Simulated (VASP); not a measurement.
Crystal: ZrC.

```xyz
2
Lattice="3.3315 0.0000 0.0000 0.0000 3.3315 0.0000 1.6658 1.6658 2.3558" Properties=species:S:1:pos:R:3 pbc="T T T"
Zr    1.6658    1.6658    0.0000
C     0.0000    0.0000    0.0000
```

Base run:

* Program: VASP 6.6.1
* Functional: r2SCAN
* Potentials or basis: VASP PAW PBE potentials, release 64 (Zr_sv, C)
* Cutoff: 520 eV
* k mesh: 10 × 10 × 15
* Occupations: gaussian, width 0.1 eV
* Spin: no spin polarisation

Its results: band gap on the k mesh zero (bands 8 and 9 overlap by 1.32 eV); pressure 0.2 GPa.

The run is repeated on the same cell with these changes: functional from r2SCAN to PBEsol; k mesh from 10 × 10 × 15, through Γ to 10 × 10 × 15, shifted. What comes out?

Band gap on the k mesh zero (bands 8 and 9 overlap by 0.70 eV); pressure -5.7 GPa.

Several settings changed at once.

Caveats: the PAW data sets were made with another functional, which shifts forces and pressure a little; the cell stands under tension (at least some runs).
